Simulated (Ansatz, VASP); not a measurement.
## One calculation of AlN, two programs

```xyz
4
Lattice="3.1302 0.0000 0.0000 -1.5651 2.7109 0.0000 0.0000 0.0000 5.0180" Properties=species:S:1:pos:R:3 pbc="T T T"
Al    0.0000    1.8072    0.0087
Al    1.5651    0.9036    2.5177
N     0.0000    1.8072    1.9232
N     1.5651    0.9036    4.4322
```

Alike in both runs: task single point; functional PBE; k mesh 12 × 12 × 6; occupations gaussian, width 0.05 eV; no spin polarisation.

|  | VASP | Ansatz |
| --- | --- | --- |
| version | VASP 6.6.1 | Ansatz 0.2.0 |
| potentials or method | VASP PAW PBE potentials, release 64 (Al, N), cutoff 520 eV | scalar-relativistic, plane waves, PAW |
| valence electrons in the cell | 16 | 16 |

Ansatz gave:

* gap on the k mesh at the Fermi level (eV): 4.03
* least direct gap on the mesh (eV): 4.03
* pressure (GPa): 0.0

Q: Estimate VASP's values.

A: gap on the k mesh at the Fermi level (eV): 4.04; least direct gap on the mesh (eV): 4.04; pressure (GPa): -0.3.
